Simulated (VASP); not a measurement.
A run of VASP 6.6.1 is set up as follows.

INCAR

```
PREC     = Accurate       # precision mode
ENCUT    = 500            # plane-wave cutoff, eV
EDIFF    = 1E-8           # SCF threshold, eV
ISMEAR   = -1             # smearing method
SIGMA    = 0.15           # smearing width, eV
LREAL    = F              # projectors in reciprocal space
LASPH    = T              # aspherical terms in the spheres
NELM     = 120            # most SCF steps
ALGO     = Normal         # electronic algorithm
ISIF     = 2              # what is computed and relaxed
LWAVE    = F              # write WAVECAR
LCHARG   = T              # write CHGCAR
GGA      = PS             # functional
NBANDS   = 18             # bands
IBRION   = 8              # ionic algorithm
NSW      = 1              # ionic steps
GGA_COMPAT= F
```

The input KPOINTS:

```
regular mesh
0
Gamma
  18 18 10
```

The input POSCAR:

```
Au
1.0
    2.8632936654      0.0000000000      0.0000000000
   -1.4316468327      2.4796850528      0.0000000000
    0.0000000000      0.0000000000      4.7991117500
Au
2
Direct
    0.3333333333      0.6666666667      0.7500000000
    0.6666666667      0.3333333333      0.2500000000
```

Potentials or basis: VASP PAW PBE potentials, release 64 (Au).

The run is started by

```bash
$ cat potpaw_PBE.64/Au/POTCAR > POTCAR
$ mpirun -np 1 vasp_std > vasp.out
```

(1) Predict the highest phonon frequency at Γ.

Results:

(1) 146 cm⁻¹.
